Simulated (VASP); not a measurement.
PbF2: relaxation of cell and atoms with PBEsol

PbF2:

```xyz
3
Lattice="0.0000 2.9699 2.9699 2.9699 0.0000 2.9699 2.9699 2.9699 0.0000" Properties=species:S:1:pos:R:3 pbc="T T T"
Pb    0.0000    0.0000    0.0000
F     1.4849    1.4849    1.4849
F     4.4548    4.4548    4.4548
```

```yaml
Program: VASP 6.6.1
Task: relaxation of cell and atoms
Functional: PBEsol
Potentials_or_basis: VASP PAW PBE potentials, release 64 (Pb_d, F)
Cutoff: 600 eV
k_mesh: 8 × 8 × 8
Occupations: gaussian, width 0.02 eV
Spin: no spin polarisation
Dipole_correction: no
Further_INCAR_settings: ALGO = Normal; EDIFF = 1e-06; IBRION = 2; EDIFFG = -0.005; NSW = 100; ISIF = 3
```

```json
{"Relaxed volume": "17.05 Å³/atom", "Relaxed cell": "a = 4.166 Å, b = 4.166 Å, c = 4.166 Å, α = 60.00°, β = 60.00°, γ = 60.00°", "Space group after relaxing (to 0.05 Å)": "Fm-3m (No. 225)", "Energy gained by relaxing": "2.3 meV/atom", "Ionic steps": "3", "Pressure after relaxing": "0.0 GPa", "Band gap on the k mesh": "4.30 eV, indirect (least direct gap 4.45 eV)"}
```

The path:
| step | energy change (eV) | largest force (eV/Å) | pressure (GPa) | volume (Å³) |
| --- | --- | --- | --- | --- |
| 1 | 0.0000 | 0.0000 | -1.73 | 52.39 |
| 2 | -0.0068 | 0.0000 | 0.26 | 50.97 |
| 3 | -0.0069 | 0.0000 | 0.00 | 51.14 |

Final structure:
```cif
data_structure
_symmetry_space_group_name_H-M 'P 1'
_symmetry_Int_Tables_number 1
_cell_length_a 4.1665
_cell_length_b 4.1665
_cell_length_c 4.1665
_cell_angle_alpha 60.000
_cell_angle_beta 60.000
_cell_angle_gamma 60.000
_cell_volume 51.14
loop_
_atom_site_label
_atom_site_type_symbol
_atom_site_fract_x
_atom_site_fract_y
_atom_site_fract_z
_atom_site_occupancy
Pb1 Pb 0.00000 0.00000 0.00000 1
F1 F 0.25000 0.25000 0.25000 1
F2 F 0.75000 0.75000 0.75000 1
```

Levels at points of the mesh, in eV from the valence-band top:
```csv
k point,band 10,band 11,band 12,band 13,band 14,band 15,band 16,band 17,band 18
"(0.00, 0.00, 0.00)",-2.60,-2.60,-2.09,-2.09,-2.09,6.69,6.69,6.69,10.55
"(0.50, 0.00, 0.00)",-2.83,-2.83,-2.26,-2.26,-0.04,4.93,7.64,7.64,13.11
"(0.50, 0.50, 0.00)",-3.74,-1.65,-1.64,-1.64,-0.15,4.30,7.89,7.89,8.78
```

It took 30 s on 1 thread of Intel(R) Xeon(R) 6975P-C (Granite Rapids), on a shared host, peak memory 0.22 GiB.

Caveat: the PAW data sets were made with another functional, which shifts forces and pressure a little; spin-orbit coupling is left out, which moves the levels of the heavy elements. PBEsol gaps usually lie below the measured ones, often by a third to a half.
